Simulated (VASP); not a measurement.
A run of VASP 6.6.1:

Contents of INCAR:

```
PREC     = Accurate       # precision mode
ENCUT    = 500            # plane-wave cutoff, eV
EDIFF    = 1E-6           # SCF threshold, eV
ISMEAR   = 0              # smearing method
SIGMA    = 0.1            # smearing width, eV
LREAL    = False          # projectors in reciprocal space
LASPH    = True           # aspherical terms in the spheres
NELM     = 120            # most SCF steps
ALGO     = Normal         # electronic algorithm
ISIF     = 2              # what is computed and relaxed
LWAVE    = False          # write WAVECAR
LCHARG   = False          # write CHGCAR
GGA      = PE             # functional
NBANDS   = 18             # bands
GGA_COMPAT= False
```

KPOINTS

```
Automatic mesh
0
Gamma
  6 6 4
```

File POSCAR:

```
TiH6
1.0
    3.7331906185      0.0000000000      0.0000000000
   -1.8665953092      3.2330379128      0.0000000000
    0.0000000000      0.0000000000      2.7769535170
Ti H
1 6
Direct
    0.0000000000      0.0000000000      0.5000000000
    0.5000000000      0.0000000000      0.5000000000
    0.0000000000      0.5000000000      0.5000000000
    0.5000000000      0.5000000000      0.5000000000
    0.5000000000      0.0000000000      0.0000000000
    0.0000000000      0.5000000000      0.0000000000
    0.5000000000      0.5000000000      0.0000000000
```

Potentials or basis: VASP PAW PBE potentials, release 64 (Ti_sv, H).

Launch:

```sh
$ cat potpaw_PBE.64/Ti_sv/POTCAR potpaw_PBE.64/H/POTCAR > POTCAR
$ mpirun -np 1 vasp_std > vasp.out
```

Hardware: 1 thread of Intel(R) Xeon(R) Platinum 8488C (Sapphire Rapids), on a shared host.

Problem. How long does it take, and how much memory?

Solution. Wall time 14 s on 1 thread of Intel(R) Xeon(R) Platinum 8488C (Sapphire Rapids), with other jobs on the host, peak memory 0.13 GiB. Counts: scf iterations 14, k points 21.
